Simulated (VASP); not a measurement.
Write the native input for VASP 6.6.1 that does the following.

| Quantity | Value |
| --- | --- |
| Task | single point |
| Functional | PBEsol |
| Potentials or basis | VASP PAW PBE potentials, release 64 (Mn_pv, Si) |
| Cutoff | 520 eV |
| k mesh | 10 × 10 × 5 |
| Occupations | fermi-dirac, width 0.05 eV |
| Spin | collinear spin, ferromagnetic start |
| Starting moments | [4.0, 4.0, 4.0, 0.0] μB |
| Dipole correction | no |
| Further INCAR settings | ALGO = Normal; EDIFF = 1e-06; NBANDS = 34 |

The structure of Mn3Si lies in POSCAR:

```
Mn3Si
1.0
    2.7724675429      0.0000000000      0.0000000000
    0.0000000000      2.7724675429      0.0000000000
    0.0000000000      0.0000000000      5.6461829579
Mn Si
3 1
Direct
    0.5000000000      0.5000000000      0.0000000000
    0.0000000000      0.0000000000      0.2534490000
    0.0000000000      0.0000000000      0.7465510000
    0.5000000000      0.5000000000      0.5000000000
```

The input as run:

INCAR

```
SYSTEM = Mn3Si
PREC = Accurate
ENCUT = 520
EDIFF = 1E-6
ISMEAR = -1
SIGMA = 0.05
LREAL = .FALSE.
LASPH = .TRUE.
NELM = 150
ALGO = Normal
ISIF = 2
LWAVE = .FALSE.
LCHARG = .TRUE.
ISPIN = 2
MAGMOM = 4 4 4 0
LORBIT = 11
LMAXMIX = 4
GGA = PS
LELF = .TRUE.
LVHAR = .TRUE.
NBANDS = 34
```

KPOINTS

```
regular mesh
0
G
  10 10 5
  0 0 0
```

Potentials or basis: VASP PAW PBE potentials, release 64 (Mn_pv, Si).

Command:

```bash
$ cat potpaw_PBE.64/Mn_pv/POTCAR potpaw_PBE.64/Si/POTCAR > POTCAR
$ mpirun -np 1 vasp_std > vasp.out
```

Results of the run:

| Item | Value |
| --- | --- |
| Pressure | -6.4 GPa |
| Largest force | 0.168 eV/Å |
| Net moment | 1.10 μB per cell |
| Site moments | Mn +1.61, -0.28 (each value once); Si +0.02 μB |
| Valence electrons inside the program's atomic spheres | Mn 11.92, 12.06 (each value once); Si 1.64 |

Caveat: the cell stands under tension; the PAW data sets were made with another functional, which shifts forces and pressure a little.

Wall time 7.6 min on 1 thread of AMD EPYC 7R13, with other jobs on the host, peak memory 0.24 GiB.
